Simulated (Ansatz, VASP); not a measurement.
**Pt: VASP beside Ansatz**

Contents of INCAR:

```
PREC = Accurate
ENCUT = 520
EDIFF = 1E-6
ISMEAR = -1
SIGMA = 0.05
LREAL = False
LASPH = True
NELM = 100
ALGO = Fast
ISIF = 2
LWAVE = False
LCHARG = False
GGA = RP
NBANDS = 11
```

KPOINTS

```
Automatic mesh
0
Gamma
  7 7 7
```

The input POSCAR:

```
Pt
1.0
    0.0000000000      1.9609000000      1.9609000000
    1.9609000000      0.0000000000      1.9609000000
    1.9609000000      1.9609000000      0.0000000000
Pt
1
Direct
    0.0000000000      0.0000000000      0.0000000000
```

Contents of input.yaml:

```yaml
crystal:
  lattice:
    - [0.0, 1.9609, 1.9609]
    - [1.9609, 0.0, 1.9609]
    - [1.9609, 1.9609, 0.0]
  atoms:
    - { symbol: Pt, position: [0.0, 0.0, 0.0] }
hamiltonian:
  xc: rpbe
  pseudopotentials: { kind: paw }
kpoints:
  mp_grid: { grid: [7, 7, 7] }
  band_path:
    path:
      - [[0.0, 0.0, 0.0], [0.5, 0.0, 0.5], [0.5, 0.25, 0.75], [0.375, 0.375, 0.75], [0.0, 0.0, 0.0], [0.5, 0.5, 0.5], [0.625, 0.25, 0.625], [0.5, 0.25, 0.75], [0.5, 0.5, 0.5], [0.375, 0.375, 0.75]]
      - [[0.625, 0.25, 0.625], [0.5, 0.0, 0.5]]
    npoints: 14
scf:
  occupations: { method: fermi_dirac, width: 0.05 }
  n_extra_bands: 6
output:
  forces: true
  stress: true
  eigenvalues: true
  fatbands: false
  write_density: true
  write_potential: true
  elf: true
  volumetric_format: npy
```

Alike in both runs: functional RPBE; k mesh 7 × 7 × 7; occupations fermi-dirac, width 0.05 eV; no spin polarisation.

```csv
,VASP,Ansatz
version,VASP 6.6.1,Ansatz 0.2.0
potentials or method,"VASP PAW PBE potentials, release 64 (Pt)",Ansatz PAW
plane-wave cutoff (eV),520,420
valence electrons in the cell,10,18
task,single point,band structure
```

Ansatz gave:

- gap on the k mesh at the Fermi level (eV): none
- pressure (GPa): 15.9

Task: Which values does VASP return?

Result: gap on the k mesh at the Fermi level (eV): none; pressure (GPa): 15.4.

VASP's potentials were made for PBE, not for RPBE. A gap of «none» marks a metal or a gap that the smearing closes. VASP's potentials hold 10 valence electrons a cell and Ansatz's 18, so a difference there can come from the potentials and not from the codes.

The k mesh is coarse, so the values compare programs but aren't converged. Spin-orbit coupling is off throughout.
